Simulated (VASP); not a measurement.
A run of VASP 6.6.1 is set up as follows.

Contents of INCAR:

```
SYSTEM = Si
PREC = Accurate ; ENCUT = 520
EDIFF = 1E-6 ; ISMEAR = 0
SIGMA = 0.1 ; LREAL = .False.
LASPH = .True. ; NELM = 60
ALGO = Normal ; ISIF = 2
LWAVE = .False. ; LCHARG = .False.
GGA = PE ; NBANDS = 11
```

File KPOINTS:

```
regular mesh
0
Gamma
  6 6 6
  0 0 0
```

Contents of POSCAR:

```
Si
1.0
    0.0000000000      2.7348876228      2.7348876228
    2.7348876228      0.0000000000      2.7348876228
    2.7348876228      2.7348876228      0.0000000000
Si
2
Direct
    0.2500000000      0.2500000000      0.2500000000
    0.0000000000      0.0000000000      0.0000000000
```

Potentials or basis: VASP PAW PBE potentials, release 64 (Si).

Run with:

```console
$ cat potpaw_PBE.64/Si/POTCAR > POTCAR
$ mpirun -np 1 vasp_std > vasp.out
```

(1) Predict the band gap on the k mesh.

(2) What does it give for the pressure?

## Answers

(1) 0.75 eV, indirect (least direct gap 2.55 eV).

(2) 0.0 GPa.
